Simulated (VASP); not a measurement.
# RbPt3: relaxation of cell and atoms with PBE

Crystal: RbPt3.

```xyz
4
Lattice="4.3918 0.0000 0.0000 0.0000 4.3918 0.0000 0.0000 0.0000 4.3918" Properties=species:S:1:pos:R:3 pbc="T T T"
Rb    0.0000    0.0000    0.0000
Pt    0.0000    2.1959    2.1959
Pt    2.1959    0.0000    2.1959
Pt    2.1959    2.1959    0.0000
```

```
Program                : VASP 6.6.1
Task                   : relaxation of cell and atoms
Functional             : PBE
Potentials or basis    : VASP PAW PBE potentials, release 64 (Rb_sv, Pt)
Cutoff                 : 600 eV
k mesh                 : 4 × 4 × 4
Occupations            : gaussian, width 0.1 eV
Spin                   : no spin polarisation
Dipole correction      : no
Further INCAR settings : ALGO = Fast; EDIFF = 1e-06; IBRION = 2; EDIFFG = -0.04; NSW = 90; ISIF = 3
```

The relaxed volume is 19.20 Å³/atom and the relaxed cell is a = 4.251 Å, b = 4.251 Å, c = 4.251 Å, α = 90.00°, β = 90.00°, γ = 90.00°. The space group after relaxing (to 0.1 Å) is Pm-3m (No. 221) and the energy gained by relaxing is 52.3 meV/atom. The ionic steps are 3, the pressure after relaxing is 0.0 GPa and the band gap on the k mesh is zero (an odd number of electrons rules out a gap without spin polarisation).

Step by step:
```csv
step,energy change (eV),largest force (eV/Å),pressure (GPa),volume (Å³)
1,0.0000,0.0000,-7.58,84.71
2,-0.1442,0.0000,5.87,73.01
3,-0.2094,0.0000,-0.03,76.80
```

Final structure:
```yaml
crystal:
  lattice:
    - [4.25054, 0.00000, 0.00000]
    - [0.00000, 4.25054, 0.00000]
    - [0.00000, 0.00000, 4.25054]
  atoms:
    - { symbol: Rb, position: [0.00000, 0.00000, 0.00000] }
    - { symbol: Pt, position: [0.00000, 0.50000, 0.50000] }
    - { symbol: Pt, position: [0.50000, 0.00000, 0.50000] }
    - { symbol: Pt, position: [0.50000, 0.50000, 0.00000] }
```

Levels at points of the mesh, in eV from the Fermi level:
| k point | band 17 | band 18 | band 19 | band 20 | band 21 | band 22 |
| --- | --- | --- | --- | --- | --- | --- |
| (0.00, 0.00, 0.00) | 0.31 | 0.59 | 0.59 | 0.59 | 4.33 | 4.33 |
| (0.50, 0.00, 0.00) | -0.81 | -0.81 | -0.80 | -0.29 | 0.60 | 4.76 |
| (0.50, 0.50, 0.00) | -1.06 | -1.06 | -0.88 | -0.77 | 1.55 | 2.31 |
| (0.50, 0.50, 0.50) | 0.31 | 0.31 | 0.31 | 0.48 | 3.18 | 3.18 |

Run time: 51 s on 1 thread of Oxide Virtual Turin-like Processor, with other jobs on the host, peak memory 0.19 GiB.

Caveat: spin-orbit coupling is left out, which moves the levels of the heavy elements.
